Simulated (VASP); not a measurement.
TiB, 2 atoms in the cell. It takes space group I-4m2 (No. 119, tetragonal). The conventional cell has a = 3.228 Å, b = 3.228 Å, c = 3.561 Å, α = 90.00°, β = 90.00°, γ = 90.00°. Within 2.4 Å of Ti (site symmetry -4m2) lie 4 B at 1.84 Å. B (site symmetry -4m2) has 4 Ti at 1.84 Å within 2.4 Å.  This cell differs from its parent crystal: ratio of the length along z to the lengths across it x 0.78, volume and fractional coordinates fixed.

```yaml
Program: VASP 6.6.1
Task: single point
Functional: r2SCAN
Potentials_or_basis: VASP PAW PBE potentials, release 64 (Ti_sv, B)
Cutoff: 520 eV
k_mesh: 22 × 22 × 22
Occupations: gaussian, width 0.15 eV
Spin: no spin polarisation
Dipole_correction: no
Further_INCAR_settings: ALGO = Normal; EDIFF = 1e-06; NBANDS = 14
```

Potentials or basis: VASP PAW PBE potentials, release 64 (Ti_sv, B).

Command:

```sh
$ cat potpaw_PBE.64/Ti_sv/POTCAR potpaw_PBE.64/B/POTCAR > POTCAR
$ cp INCAR.step1 INCAR
$ mpirun -np 1 vasp_std > vasp.out
$ cp INCAR.step2 INCAR
$ mpirun -np 1 vasp_std > vasp.out
```

Hardware: 1 thread of Intel(R) Xeon(R) Platinum 8488C (Sapphire Rapids) (shared host).

How long does it take, and how much memory?

Run time: 7.8 min on 1 thread of Intel(R) Xeon(R) Platinum 8488C (Sapphire Rapids) (shared host), peak memory 0.33 GiB. Counts: k points 834.
